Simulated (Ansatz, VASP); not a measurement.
**Ru: VASP beside Ansatz**

```
CELL_PARAMETERS angstrom
2.70783 0.00000 0.00000
-1.35391 2.34505 0.00000
0.00000 0.00000 4.26810
ATOMIC_POSITIONS crystal
Ru 0.33333 0.66667 0.25000
Ru 0.66667 0.33333 0.75000
```

Alike in both runs: task electric field gradients; functional LDA; k mesh 3 × 3 × 1; occupations methfessel-paxton of order 1, width 0.12 eV; no spin polarisation.

|  | VASP | Ansatz |
| --- | --- | --- |
| version | VASP 6.6.1 | Ansatz 0.2.0 |
| potentials or method | VASP PAW LDA potentials, release 64 (Ru_sv) | scalar-relativistic, plane waves, PAW |
| plane-wave cutoff (eV) | 520 | 420 |
| valence electrons in the cell | 32 | 32 |

Ansatz gave:

| Property | Result |
| --- | --- |
| gap on the k mesh at the Fermi level (eV) | none |
| pressure (GPa) | -2.6 |
| traceless stress, the component that is largest in VASP (GPa) | -41.83 |

Task: What did VASP give for the same quantities?

Result: gap on the k mesh at the Fermi level (eV): none; pressure (GPa): -2.4; traceless stress, the component that is largest in VASP (GPa): -41.73.

LDA's correlation is that of Perdew and Zunger in VASP and of Perdew and Wang (1992) in Ansatz. A gap of «none» marks a metal or a gap that the smearing closes.

The k mesh is coarse, so the values compare programs but aren't converged.
